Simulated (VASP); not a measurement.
Si3Sn:

```
CELL_PARAMETERS angstrom
2.96954 0.00000 0.00000
-1.48477 2.57170 0.00000
0.00000 0.00000 9.64540
ATOMIC_POSITIONS crystal
Si 0.33333 0.66667 0.75000
Si 0.33333 0.66667 0.25000
Si 0.66667 0.33333 0.50000
Sn 0.66667 0.33333 0.00000
```

| Item | Value |
| --- | --- |
| Program | VASP 6.6.1 |
| Task | relaxation of cell and atoms |
| Functional | PBE |
| Potentials or basis | VASP PAW PBE potentials, release 64 (Si, Sn_d) |
| Cutoff | 600 eV |
| k mesh | 6 × 6 × 2 |
| Occupations | gaussian, width 0.1 eV |
| Spin | no spin polarisation |

At the start: pressure 1.0 GPa; volume 18.41 Å³/atom.

**Question.** Where does the relaxation end?

**Answer.** Over 36 steps the energy falls by 287.1 meV/atom and the volume is 19.93 Å³/atom (+8.2 %); space group P-6m2 (No. 187, to 0.05 Å).

The path:
```
step  energy change (eV)  largest force (eV/Å)  pressure (GPa)  volume (Å³)
   1              0.0000                1.3453            1.02        73.66
   2             -0.1746                1.0917           -1.24        74.90
   3             -0.2767                0.9683           -3.05        76.39
   4             -0.5346                0.5685           -3.81        79.24
   5             -0.8891                0.2141           -2.74        84.40
   6              9.1461               36.3987           34.11        92.00
   7             -0.7895                0.8600           -4.74        84.59
   8             -0.6842                1.7432           -0.34        88.78
   9             -0.8685                0.6010           -4.03        85.83
  10             -0.9815                0.0985           -3.54        87.03
  11              0.3399                4.8595           20.70        71.13
  12             -1.0235                0.2070           -1.78        84.60
  13             -1.0256                0.2679           -1.35        84.16
  14             -1.0261                0.3067           -1.02        83.84
  15             -1.0515                0.0665            0.09        80.81
  16             -1.0530                0.0144           -0.11        81.28
  17             -1.0594                0.2112            0.56        80.19
  18             -1.0866                0.3313            1.19        78.77
  19             -1.0803                0.4429            4.50        75.82
  20             -1.0859                0.3455            3.31        76.80
  21             -1.0872                0.3483            3.33        76.77
  22             -1.0908                0.3606            3.46        76.67
  23             -1.0966                0.3706            3.68        76.46
  24             -1.0988                0.3998            4.07        76.04
  25             -1.1011                0.3844            3.92        76.22
  26             -1.1072                0.3587            3.64        76.42
  27             -1.1222                0.2840            2.85        77.03
  28             -1.1408                0.1440            1.39        78.26
  29             -1.1437                0.0899           -1.20        80.73
  30             -1.1479                0.0102           -0.06        79.59
  31             -1.1480                0.0013           -0.16        79.68
  32             -1.1480                0.0051           -0.23        79.75
  33             -1.1481                0.0021           -0.22        79.74
  34             -1.1484                0.0077           -0.21        79.73
  35             -1.1484                0.0315           -0.18        79.69
  36             -1.1485                0.0170           -0.19        79.71
```

Final structure:
```
Si Sn
1.0
     3.62190    0.00000    0.00000
    -1.81095    3.13666    0.00000
     0.00000    0.00000    7.01670
Si Sn
3 1
Direct
  0.33333 0.66667 0.69420
  0.33333 0.66667 0.30580
  0.66667 0.33333 0.50000
  0.66667 0.33333 0.00000
```

Caveat: the k points lie up to 0.45 Å⁻¹ apart in the final cell.
